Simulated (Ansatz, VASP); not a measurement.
GaN in VASP and in Ansatz

Contents of POSCAR:

```
GaN
1.0
    0.0000000000      2.2535006075      2.2535006075
    2.2535006075      0.0000000000      2.2535006075
    2.2535006075      2.2535006075      0.0000000000
Ga N
1 1
Direct
   -0.0192151136     -0.0192151136     -0.0192151136
    0.7500000000      0.7500000000      0.7500000000
```

INCAR.step1

```
SYSTEM = GaN
ALGO = Normal ; EDIFF = 1E-5
ENCUT = 1460 ; GGA = PE
GGA_COMPAT = .False. ; ISMEAR = 0
LASPH = .True. ; LCHARG = .False.
LREAL = .False. ; LWAVE = .True.
NBANDS = 16 ; NELM = 120
PREC = Accurate ; SIGMA = 0.2
```

The input INCAR.step2:

```
SYSTEM = GaN
ALGO = Normal ; EDIFF = 1E-6
ENCUT = 1460 ; GGA_COMPAT = .False.
ISIF = 2 ; ISMEAR = 0
ISTART = 1 ; LASPH = .True.
LCHARG = .False. ; LMIXTAU = .True.
LREAL = .False. ; LWAVE = .False.
METAGGA = R2SCAN ; NBANDS = 16
NELM = 120 ; PREC = Accurate
SIGMA = 0.2
```

The input KPOINTS:

```
k-points
0
Gamma
  10 10 10
  0 0 0
```

Input for Ansatz:

```yaml
crystal:
  lattice:
    - [0.0, 2.2535006075, 2.2535006075]
    - [2.2535006075, 0.0, 2.2535006075]
    - [2.2535006075, 2.2535006075, 0.0]
  atoms:
    - { symbol: Ga, position: [-0.0192151136, -0.0192151136, -0.0192151136] }
    - { symbol: "N", position: [0.75, 0.75, 0.75] }
basis:
  ecutwfc: 500
kpoints:
  mp_grid: { grid: [10, 10, 10] }
hamiltonian:
  xc: r2scan
scf:
  occupations: { method: gaussian, width: 0.2 }
output:
  forces: true
  stress: true
  eigenvalues: true
```

Change from the starting cell: all Ga atoms moved +0.150 Å, as atom 1 towards its neighbour atom 2 (N) at 1.952 Å.

Alike in both runs: task single point; functional r2SCAN; k mesh 10 × 10 × 10; occupations gaussian, width 0.2 eV; no spin polarisation.

|  | VASP | Ansatz |
| --- | --- | --- |
| version | VASP 6.6.1 | Ansatz 0.2.0 |
| potentials or method | VASP PAW PBE potentials, release 64 (Ga_d, N_h), cutoff 1460 eV | scalar-relativistic, plane waves, PAW |
| valence electrons in the cell | 18 | 18 |

|  | VASP | Ansatz | Ansatz less VASP |
| --- | --- | --- | --- |
| gap on the k mesh at the Fermi level (eV) | 1.96 | 1.97 | +0.005 |
| least direct gap on the mesh (eV) | 1.96 | 1.97 | +0.005 |
| pressure (GPa) | 2.8 | 1.8 | -1.04 |
| traceless stress, the component that is largest in VASP (GPa) | 7.55 | 7.37 | -0.176 |
| rms of the force components (eV/Å) | 1.593 | 1.577 | -0.0163 |

VASP's potentials were made for PBE, not for r2SCAN. Atom by atom the forces differ by 0.016 eV/Å (rms over components). With one functional, cell and mesh, what is left measures potentials, basis and numerics.
